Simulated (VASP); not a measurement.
Write the native input for VASP 6.6.1 that does the following.

```yaml
Task: single point
Functional: LDA
Potentials_or_basis: VASP PAW LDA potentials, release 64 (C)
Cutoff: 520 eV
k_mesh: 6 × 6 × 6
Occupations: gaussian, width 0.05 eV
Spin: no spin polarisation
Dipole_correction: no
Further_INCAR_settings: LREAL = Auto; ALGO = Normal; EDIFF = 1e-07; NBANDS = 46
```

The structure of C lies in POSCAR:

```
C
1.0
   -4.2690956840     -0.2326006905      0.0842756108
    0.0995974724     -0.0521712026     -5.2913393860
    1.8451166076     -4.0448468128      2.5580520238
C
16
Direct
    0.0173216189      0.8355514528      0.6730351571
    0.0172994136      0.3355537618      0.6730369258
    0.9826995241      0.1644647530      0.3269742924
    0.9826976652      0.6644429786      0.3269567589
    0.6432862801      0.8327072314      0.6647977135
    0.6432784160      0.3327094345      0.6647888025
    0.3567291266      0.6672786816      0.3352123040
    0.3567175986      0.1672881425      0.3352041065
    0.7777496386      0.3399789560      0.1769691627
    0.7777488587      0.8399715041      0.1769705401
    0.2222402794      0.1600243283      0.8230274024
    0.2222421613      0.6600221338      0.8230234269
    0.4127615968      0.3426319441      0.1839962803
    0.4127611492      0.8426230806      0.1839966480
    0.5872281096      0.1573744402      0.8160011205
    0.5872385634      0.6573771766      0.8160093585
```

One way to write it, as run:

INCAR

```
PREC = Accurate
ENCUT = 520
EDIFF = 1E-7
ISMEAR = 0
SIGMA = 0.05
LREAL = Auto
LASPH = True
NELM = 80
ALGO = Normal
ISIF = 2
LWAVE = False
LCHARG = False
NBANDS = 46
```

KPOINTS

```
Automatic mesh
0
Gamma
  6 6 6
```

Potentials or basis: VASP PAW LDA potentials, release 64 (C).

Launch:

```bash
$ cat potpaw_LDA.64/C/POTCAR > POTCAR
$ mpirun -np 1 vasp_std > vasp.out
```

Results of the run:

```yaml
Pressure: -14.7 GPa
Largest_force: 0.046 eV/Å
Band_gap_on_the_k_mesh: 1.35 eV
```

Caveat: the stress differs along the axes, from -61 to 31 GPa.

Wall time 4.8 min on 1 thread of Intel(R) Xeon(R) 6975P-C (Granite Rapids), with other jobs on the host, peak memory 0.38 GiB.
